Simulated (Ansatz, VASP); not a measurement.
## CdTe in VASP and in Ansatz

```
Cd Te
1.0
     0.00000    3.14000    3.10860
     3.14000    0.00000    3.10860
     3.14000    3.14000    0.00000
Cd Te
1 1
Direct
  0.00000 0.00000 0.00000
  0.25000 0.25000 0.25000
```

Change from the starting cell: z stretched by -1 %, ions relaxed.

Alike in both runs: functional PBE; k mesh 12 × 12 × 12; occupations fermi-dirac, width 0.02 eV; no spin polarisation.

Ansatz relaxed the structure, and its values are those at the end. VASP's run is a single point on that final structure, the one shown.

|  | VASP | Ansatz |
| --- | --- | --- |
| version | VASP 6.6.1 | Ansatz 0.2.0 |
| potentials or method | VASP PAW PBE potentials, release 64 (Cd, Te) | plane-wave PAW, scalar-relativistic |
| plane-wave cutoff (eV) | 520 | 420 |
| valence electrons in the cell | 18 | 36 |

Ansatz gave:

```
gap on the k mesh at the Fermi level (eV) : 1.07
pressure (GPa)                            : 8.8
```

Problem. Estimate VASP's values.

Solution. gap on the k mesh at the Fermi level (eV): 1.07; pressure (GPa): 9.0.

VASP's potentials hold 18 valence electrons a cell and Ansatz's 36, so a difference there can come from the potentials and not from the codes. Ansatz's warnings: stress scf threshold loose.

Spin-orbit coupling is off throughout.
